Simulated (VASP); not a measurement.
Here is a VASP 6.6.1 calculation.

Contents of INCAR:

```
SYSTEM = TiC
PREC = Accurate
ENCUT = 520
EDIFF = 1E-6
ISMEAR = 1
SIGMA = 0.05
LREAL = .False.
LASPH = .True.
NELM = 100
ALGO = Normal
ISIF = 2
LWAVE = .False.
LCHARG = .False.
GGA = PE
IVDW = 12
NBANDS = 15
```

Contents of KPOINTS:

```
regular mesh
0
Gamma
  11 11 11
  0 0 0
```

POSCAR

```
TiC
1.0
    0.0000000000      2.0753736545      2.0753736545
    2.0753736545      0.0000000000      2.0753736545
    2.0753736545      2.0753736545      0.0000000000
Ti C
1 1
Direct
    0.0000000000      0.0000000000      0.0000000000
    0.5000000000      0.5000000000      0.5000000000
```

Potentials or basis: VASP PAW PBE potentials, release 64 (Ti_sv, C).

The run is started by

```console
$ cat potpaw_PBE.64/Ti_sv/POTCAR potpaw_PBE.64/C/POTCAR > POTCAR
$ mpirun -np 1 vasp_std > vasp.out
```

Question: Predict the band gap on the k mesh.

Answer: Zero (bands 8 and 9 overlap by 1.15 eV).

Question: Estimate the dispersion energy per atom.

Answer: -0.509 eV.

Question: What does it give for the pressure?

Answer: 32.5 GPa.

Caveat: the cell stands under pressure.
